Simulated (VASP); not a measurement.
# NdC (P6_3/mmc) in VASP: single point with PBE+U

Aim: the single point of NdC with PBE+U.

All numbers are computed with VASP 6.6.1; they aren't measurements. Logs are shortened: lines on timing, memory, paths and dates and some standing lists are left out, and cuts for length are marked.

## (1) The cell of the first run

Symmetry: P6_3/mmc, No. 194, hexagonal system. Conventional cell: a = 3.658 Å, b = 3.658 Å, c = 6.476 Å, α = 90.00°, β = 90.00°, γ = 120.00°. Within 3.5 Å of Nd (site symmetry -3m) lie 6 C at 2.66 Å and 2 Nd at 3.24 Å. Within 3.5 Å of C (site symmetry -6m2) lie 6 Nd at 2.66 Å.

## (2) Single point, PBE+U, collinear spin, ferromagnetic start

Input file INCAR:

```
PREC     = Accurate       # precision mode
ENCUT    = 520            # plane-wave cutoff, eV
EDIFF    = 1E-6           # SCF threshold, eV
ISMEAR   = 1              # smearing method
SIGMA    = 0.01           # smearing width, eV
LREAL    = False          # projectors in reciprocal space
LASPH    = True           # aspherical terms in the spheres
NELM     = 150            # most SCF steps
ALGO     = Normal         # electronic algorithm
ISIF     = 2              # what is computed and relaxed
LWAVE    = False          # write WAVECAR
LCHARG   = True           # write CHGCAR
ISPIN    = 2              # spin polarisation
MAGMOM   = 3 3 0 0        # initial moments
LORBIT   = 11             # projections on sites
LMAXMIX  = 6              # l up to which the mixer works
LDAU     = True           # DFT+U
LDAUTYPE = 2            
LDAUL    = 3 -1           # shell
LDAUU    = 2 0            # U, eV
LDAUJ    = 0 0          
LDAUPRINT= 1            
GGA      = PE             # functional
LELF     = True           # ELF
LVHAR    = True         
NBANDS   = 30             # bands
```

Input file KPOINTS:

```
regular mesh
0
Gamma
  10 10 6
```

Input file POSCAR:

```
NdC
1.0
    3.6584825167      0.0000000000      0.0000000000
   -1.8292412583      3.1683387988      0.0000000000
    0.0000000000      0.0000000000      6.4759284960
Nd C
2 2
Direct
    0.0000000000      0.0000000000      0.0000000000
    0.0000000000      0.0000000000      0.5000000000
    0.3333333333      0.6666666667      0.2500000000
    0.6666666667      0.3333333333      0.7500000000
```

Potentials or basis: VASP PAW PBE potentials, release 64 (Nd, C).

Command:

```bash
$ cat potpaw_PBE.64/Nd/POTCAR potpaw_PBE.64/C/POTCAR > POTCAR
$ mpirun -np 1 vasp_std > vasp.out
```

OUTCAR:

```text
PREC = Accurate
   ENCUT = 520
   EDIFF = 1E-6
   ISMEAR = 1
   LREAL = False
   LASPH = True
   NELM = 150
   ISIF = 2
   ISPIN = 2
   LORBIT = 11
   GGA = PE

 ion  position               nearest neighbor table
   1  0.000  0.000  0.000-   3 2.66   4 2.66   4 2.66   3 2.66   4 2.66   3 2.66   2 3.24   2 3.24

   2  0.000  0.000  0.500-   3 2.66   4 2.66   4 2.66   3 2.66   4 2.66   3 2.66   1 3.24   1 3.24

   3  0.333  0.667  0.250-   1 2.66   2 2.66   1 2.66   2 2.66   1 2.66   2 2.66
   4  0.667  0.333  0.750-   1 2.66   2 2.66   1 2.66   2 2.66   1 2.66   2 2.66

  LATTYP: Found a hexagonal cell.
 ALAT       =     3.6584825167
 C/A-ratio  =     1.7701132823

  Lattice vectors:

 A1 = (   3.6584825167,   0.0000000000,   0.0000000000)
 A2 = (  -1.8292412583,   3.1683387988,   0.0000000000)
 A3 = (   0.0000000000,   0.0000000000,   6.4759284960)

Analysis of symmetry for initial positions (statically):
=====================================================================
 Subroutine PRICEL returns:
 Original cell was already a primitive cell.

 Routine SETGRP: Setting up the symmetry group for a
 hexagonal supercell.

 Subroutine GETGRP returns: Found 24 space group operations
 (whereof 12 operations were pure point group operations)
 out of a pool of 24 trial point group operations.

The static configuration has the point symmetry D_3d.
 The point group associated with its full space group is D_6h.

Analysis of symmetry for dynamics (positions and initial velocities):
=====================================================================
 Subroutine PRICEL returns:
 Original cell was already a primitive cell.

 Routine SETGRP: Setting up the symmetry group for a
 hexagonal supercell.

 Subroutine GETGRP returns: Found 24 space group operations
 (whereof 12 operations were pure point group operations)
 out of a pool of 24 trial point group operations.

The dynamic configuration has the point symmetry D_3d.
 The point group associated with its full space group is D_6h.

Analysis of structural, dynamic, and magnetic symmetry:
=====================================================================
 Subroutine PRICEL returns:
[... 233 lines left out ...]
  o =  0.0368  v =  0.0000  0.3654 -0.5266 -0.0000 -0.2674  0.7195 -0.0000  0.0000  0.0000  0.0000  0.0000  0.0000  0.0000  0.0000      0.0000  0.0000  0.0000  0.0000  0.0000  0.0000  0.0000  0.0000  0.0000  0.0000  0.0000  0.0000  0.0000  0.0000
  o =  0.0371  v = -0.4075 -0.0000 -0.0000  0.9132  0.0000  0.0000 -0.0000  0.0000  0.0000  0.0000  0.0000  0.0000  0.0000  0.0000      0.0000  0.0000  0.0000  0.0000  0.0000  0.0000  0.0000  0.0000  0.0000  0.0000  0.0000  0.0000  0.0000  0.0000
  o =  0.9423  v =  0.0000  0.5266 -0.3652  0.0000  0.7196 -0.2673  0.0000  0.0000  0.0000  0.0000  0.0000  0.0000  0.0000  0.0000      0.0000  0.0000  0.0000  0.0000  0.0000  0.0000  0.0000  0.0000  0.0000  0.0000  0.0000  0.0000  0.0000  0.0000
  o =  0.9423  v = -0.0000  0.2673  0.7196 -0.0000  0.3652  0.5266  0.0000  0.0000  0.0000  0.0000  0.0000  0.0000  0.0000  0.0000      0.0000  0.0000  0.0000  0.0000  0.0000  0.0000  0.0000  0.0000  0.0000  0.0000  0.0000  0.0000  0.0000  0.0000
  o =  0.9651  v = -0.9132  0.0000 -0.0000 -0.4075  0.0000 -0.0000 -0.0000  0.0000  0.0000  0.0000  0.0000  0.0000  0.0000  0.0000      0.0000  0.0000  0.0000  0.0000  0.0000  0.0000  0.0000  0.0000  0.0000  0.0000  0.0000  0.0000  0.0000  0.0000

 number of electron      36.0000002 magnetization       5.5245611

 Free energy of the ion-electron system (eV)
  ---------------------------------------------------
  ext. energy  EPLUGINS =         0.00000000
  ---------------------------------------------------
  free energy    TOTEN  =       -28.64268641 eV

  energy without entropy =      -28.64265502  energy(sigma->0) =      -28.64267595

 E-fermi :   4.6697     XC(G=0): -10.7846

 val. band max:        4.6674365488   @ k =   0.2000  -0.0000   0.5000
 cond. band min:       4.6700399422   @ k =   0.0000   0.0000   0.5000
 fundamental gap:      0.0026033934
 Fermi energy:         4.6696686222

 spin component 1

 k-point     1 :       0.0000    0.0000    0.0000
  band No.  band energies     occupation
      1     -32.3068      1.00000
      2     -32.1309      1.00000
      3     -14.4340      1.00000
      4     -12.9578      1.00000
      5     -12.9578      1.00000
      6     -12.7634      1.00000
[... 1577 lines left out ...]
     29       8.0448      0.00000
     30       8.1104      0.00000

 [... further k-points ...]
[... 5 lines left out ...]
  --------------------------------------------------------------------------------------
  -------------------------------------------------------------------------------------
  Total       -1.4526431     -1.4526431     -1.0906413     -0.0000000      0.0000000      0.0000000
  in kB      -31.0052224    -31.0052224    -23.2786556     -0.0000000      0.0000000      0.0000000
  external PRESSURE =     -28.4297001 kB  Pullay stress =       0.0000000 kB

 VOLUME and BASIS-vectors are now :
 -----------------------------------------------------------------------------
  energy-cutoff  :      520.00
  volume of cell :       75.06
      direct lattice vectors                 reciprocal lattice vectors
     3.658482517  0.000000000  0.000000000     0.273337373  0.157811406  0.000000000
    -1.829241258  3.168338799  0.000000000     0.000000000  0.315622812  0.000000000
     0.000000000  0.000000000  6.475928496     0.000000000  0.000000000  0.154418011

 POSITION                                       TOTAL-FORCE (eV/Angst)
 -----------------------------------------------------------------------------------
      0.00000      0.00000      0.00000        -0.000000      0.000000     -0.000000
      0.00000      0.00000      3.23796        -0.000000      0.000000     -0.000000
     -0.00000      2.11223      1.61898        -0.000000     -0.000000     -0.000000
      1.82924      1.05611      4.85695         0.000000      0.000000      0.000000
 -----------------------------------------------------------------------------------
    total drift:                               -0.000000     -0.000000      0.000000

  FREE ENERGIE OF THE ION-ELECTRON SYSTEM (eV)
  ---------------------------------------------------
  free  energy   TOTEN  =       -28.6426864079 eV

  energy  without entropy=      -28.6426550221  energy(sigma->0) =      -28.64267595

 total charge

# of ion       s       p       d       f       tot
--------------------------------------------------
    1        1.997   5.377   0.599   3.059  11.033
    2        1.997   5.377   0.599   3.059  11.033
    3        0.914   1.310   0.000   0.000   2.225
    4        0.914   1.310   0.000   0.000   2.225
--------------------------------------------------
tot          5.823  13.376   1.199   6.118  26.515

 magnetization (x)

# of ion       s       p       d       f       tot
--------------------------------------------------
    1       -0.012  -0.115   0.029   2.888   2.791
    2       -0.012  -0.115   0.029   2.888   2.791
    3       -0.012  -0.136   0.000   0.000  -0.148
    4       -0.012  -0.136   0.000   0.000  -0.148
--------------------------------------------------
tot         -0.048  -0.502   0.058   5.777   5.285
```

OSZICAR:

```text
N       E                     dE             d eps       ncg     rms          rms(c)
DAV:   1     0.376203701327E+03    0.37620E+03   -0.13027E+04  8220   0.310E+03
DAV:   2     0.394354828200E+02   -0.33677E+03   -0.31280E+03  9670   0.420E+02
DAV:   3    -0.313186526065E+02   -0.70754E+02   -0.64670E+02 12674   0.256E+02
[... 23 lines left out ...]
DAV:  27    -0.286426091621E+02   -0.25203E-04   -0.38833E-04 12648   0.628E-01    0.241E-02
DAV:  28    -0.286426613787E+02   -0.52217E-04   -0.82747E-05 11950   0.267E-01    0.156E-02
DAV:  29    -0.286426789718E+02   -0.17593E-04   -0.31966E-05 10516   0.157E-01    0.103E-02
DAV:  30    -0.286426848897E+02   -0.59179E-05   -0.32076E-06  6910   0.548E-02    0.539E-03
DAV:  31    -0.286426863645E+02   -0.14747E-05   -0.34244E-06  6854   0.213E-02    0.203E-03
DAV:  32    -0.286426864079E+02   -0.43459E-07   -0.36440E-07  4796   0.153E-02
   1 F= -.28642686E+02 E0= -.28642676E+02  d E =-.313858E-04  mag=     5.5245
```

Run time: 8.2 min. Hardware: 1 thread of Oxide Virtual Turin-like, shared host; peak memory 0.32 GiB.

Results:

| Item | Value |
| --- | --- |
| Free energy | -28.6427 eV |
| Pressure | -2.8 GPa |
| Net moment | 5.52 μB per cell |
| Site moments | Nd +2.79; C -0.15 μB |
| Valence electrons inside the program's atomic spheres | Nd 11.03; C 2.23 |

Stress tensor (GPa, compression positive):
```
-3.10  0.00  0.00
 0.00 -3.10  0.00
 0.00  0.00 -2.33
```

Levels at points of the mesh, in eV from the Fermi level:
Spin up:
```csv
k point,band 19,band 20,band 21,band 22,band 23,band 24
"(0.00, 0.00, 0.00)",-1.11,0.07,0.11,0.75,0.75,1.02
"(0.50, 0.00, 0.00)",-1.36,-0.35,0.15,0.28,0.66,1.05
"(0.00, 0.00, 0.50)",0.00,0.00,0.00,0.00,0.87,0.87
"(0.50, 0.00, 0.50)",-0.70,-0.70,-0.12,-0.12,1.02,1.02
```
Spin down:
| k point | band 12 | band 13 | band 14 | band 15 | band 16 | band 17 | band 18 | band 19 |
| --- | --- | --- | --- | --- | --- | --- | --- | --- |
| (0.00, 0.00, 0.00) | -1.25 | -1.25 | 0.27 | 0.35 | 0.35 | 0.47 | 2.35 | 2.50 |
| (0.50, 0.00, 0.00) | -1.95 | -1.51 | -0.37 | 0.35 | 0.37 | 0.63 | 2.37 | 2.40 |
| (0.00, 0.00, 0.50) | -1.37 | -0.56 | -0.56 | -0.56 | -0.56 | 1.94 | 1.94 | 2.48 |
| (0.50, 0.00, 0.50) | -1.95 | -0.69 | -0.69 | -0.64 | -0.64 | 2.05 | 2.05 | 2.36 |

Eigenvalues of the final occupation matrices:
| site | spin | trace | eigenvalues |
| --- | --- | --- | --- |
| site 1 f | 1 | 2.98 | 0.02 0.04 0.04 0.04 0.94 0.94 0.97 |
| site 1 f | 2 | 0.09 | 0.00 0.01 0.01 0.01 0.02 0.02 0.02 |
| site 2 f | 1 | 2.98 | 0.02 0.04 0.04 0.04 0.94 0.94 0.97 |
| site 2 f | 2 | 0.09 | 0.00 0.01 0.01 0.01 0.02 0.02 0.02 |

Caveat: the magnetic or orbital state may not be the lowest; spin-orbit coupling is left out, which moves the levels of the heavy elements.
